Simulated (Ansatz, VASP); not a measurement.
## BaF2: VASP beside Ansatz

```
CELL_PARAMETERS angstrom
0.00000 3.11035 3.11035
3.11035 0.00000 3.11035
3.11035 3.11035 0.00000
ATOMIC_POSITIONS crystal
Ba 0.00000 0.00000 0.00000
F 0.25000 0.25000 0.25000
F 0.75000 0.75000 0.75000
```

Change from the starting cell: volume scaled by 1.01, PAW files.

Alike in both runs: task electric field gradients; functional LDA; k mesh 8 × 8 × 8; occupations fermi-dirac, width 0.01 eV; no spin polarisation.

|  | VASP | Ansatz |
| --- | --- | --- |
| version | VASP 6.6.1 | Ansatz 0.2.0 |
| potentials or method | VASP PAW LDA potentials, release 64 (Ba_sv, F_h) | PAW with Ansatz's default frozen-core files, scalar-relativistic |
| plane-wave cutoff (eV) | 1010 | 420 |
| valence electrons in the cell | 24 | 24 |

|  | VASP | Ansatz | Ansatz less VASP |
| --- | --- | --- | --- |
| gap on the k mesh at the Fermi level (eV) | 6.35 | 6.41 | +0.060 |

LDA's correlation is that of Perdew and Zunger in VASP and of Perdew and Wang (1992) in Ansatz.

Spin-orbit coupling is off throughout.
